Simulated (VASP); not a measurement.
Wanted: the native input for a VASP 6.6.1 run.

```yaml
Task: single point
Functional: PBE
Potentials_or_basis: VASP PAW PBE potentials, release 64 (N, B)
Cutoff: 520 eV
k_mesh: 13 × 13 × 13
Occupations: fermi-dirac, width 0.05 eV
Spin: no spin polarisation
Dipole_correction: no
Further_INCAR_settings: ALGO = Normal; EDIFF = 1e-07; NBANDS = 11
```

The structure of BN lies in POSCAR:

```
BN
1.0
    0.0000000000      1.7884979828      1.7884979828
    1.7884979828      0.0000000000      1.7884979828
    1.7884979828      1.7884979828      0.0000000000
N B
1 1
Direct
    0.2500000000      0.2500000000      0.2500000000
    0.0000000000      0.0000000000      0.0000000000
```

This cell differs from its parent crystal: volume scaled by 0.96.

The input as run:

INCAR

```
SYSTEM = BN
PREC     = Accurate       ! precision mode
ENCUT    = 520            ! plane-wave cutoff, eV
EDIFF    = 1E-7           ! SCF threshold, eV
ISMEAR   = -1             ! smearing method
SIGMA    = 0.05           ! smearing width, eV
LREAL    = .False.        ! projectors in reciprocal space
LASPH    = .True.         ! aspherical terms in the spheres
NELM     = 60             ! most SCF steps
ALGO     = Normal         ! electronic algorithm
ISIF     = 2              ! what is computed and relaxed
LWAVE    = .False.        ! write WAVECAR
LCHARG   = .False.        ! write CHGCAR
GGA      = PE             ! functional
NBANDS   = 11             ! bands
```

KPOINTS

```
regular mesh
0
Gamma
  13 13 13
  0 0 0
```

Potentials or basis: VASP PAW PBE potentials, release 64 (N, B).

Launch:

```console
$ cat potpaw_PBE.64/N/POTCAR potpaw_PBE.64/B/POTCAR > POTCAR
$ mpirun -np 1 vasp_std > vasp.out
```

Results of the run:

| Item | Value |
| --- | --- |
| Pressure | 16.2 GPa |
| Band gap on the k mesh | 4.57 eV, indirect (least direct gap 8.97 eV) |

Wall time 7.8 s on 1 thread of AMD EPYC 7R13 Processor (Zen 3), on a shared host, peak memory 0.09 GiB.
